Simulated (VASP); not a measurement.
Input of a VASP 6.6.1 run:

INCAR

```
PREC     = Accurate       # precision mode
ENCUT    = 520            # plane-wave cutoff, eV
EDIFF    = 1E-7           # SCF threshold, eV
ISMEAR   = -1             # smearing method
SIGMA    = 0.1            # smearing width, eV
LREAL    = False          # projectors in reciprocal space
LASPH    = True           # aspherical terms in the spheres
NELM     = 100            # most SCF steps
ALGO     = Normal         # electronic algorithm
ISIF     = 2              # what is computed and relaxed
LWAVE    = False          # write WAVECAR
LCHARG   = False          # write CHGCAR
GGA      = PS             # functional
NBANDS   = 18             # bands
```

KPOINTS

```
Automatic mesh
0
Gamma
  8 8 4
```

POSCAR

```
Ta
1.0
    2.9003700000      0.0000000000      0.0000000000
   -1.4501900000      2.5118000000      0.0000000000
    0.0000000000      0.0000000000      5.1662700000
Ta
2
Direct
    0.6666666667      0.3333333333      0.7500000000
    0.3333333333      0.6666666667      0.2500000000
```

Potentials or basis: VASP PAW PBE potentials, release 64 (Ta_pv).

Launch:

```sh
$ cat potpaw_PBE.64/Ta_pv/POTCAR > POTCAR
$ mpirun -np 1 vasp_std > vasp.out
```

Question: Predict the band gap on the k mesh.

Answer: Zero (band 11 reaches 6.89 eV, above the bottom of band 12 at 4.73 eV).

Question: Estimate the pressure.

Answer: -7.0 GPa.

Stress tensor (GPa, compression positive):
```
-7.22  0.00  0.00
 0.00 -7.22  0.00
 0.00  0.00 -6.41
```

Caveat: the PAW data sets were made with another functional, which shifts forces and pressure a little; spin-orbit coupling is left out, which moves the levels of the heavy elements.
